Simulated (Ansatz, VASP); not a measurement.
# Si2Te4S in VASP and in Ansatz

```
Si Te S
1.0
     3.85810    0.00023   -0.00106
    -1.92930    3.45656    0.29130
    -0.00318    1.24002   14.27693
Si Te S
2 4 1
Direct
  0.10194 0.20295 0.25779
  0.89841 0.79771 0.74219
  0.71836 0.43481 0.36635
  0.47060 0.94049 0.13803
  0.52979 0.06003 0.86193
  0.28213 0.56509 0.63363
  0.99876 0.99893 0.00008
```

Change from the starting cell: cell x1, atoms moved at random (sigma 0.05 Å) and cell strained at random (1.5 %), then relaxed without symmetry.

Alike in both runs: functional PBE; k mesh 6 × 6 × 2; occupations gaussian, width 0.2 eV; no spin polarisation.

Ansatz relaxed the structure, and its values are those at the end. VASP's run is a single point on that final structure, the one shown.

|  | VASP | Ansatz |
| --- | --- | --- |
| version | VASP 6.6.1 | Ansatz 0.2.0 |
| potentials or method | VASP PAW PBE potentials, release 64 (Si, Te, S), cutoff 520 eV | scalar-relativistic, plane waves, PAW |
| valence electrons in the cell | 38 | 78 |

|  | VASP | Ansatz | Ansatz less VASP |
| --- | --- | --- | --- |
| gap on the k mesh at the Fermi level (eV) | none | none | - |
| pressure (GPa) | 0.0 | 0.0 | 0.00 |
| rms of the force components (eV/Å) | 0.006 | 0.003 | -0.0021 |

A gap of «none» marks a metal or a gap that the smearing closes. VASP's potentials hold 38 valence electrons a cell and Ansatz's 78, so a difference there can come from the potentials and not from the codes.

Neither program's run includes spin-orbit coupling.
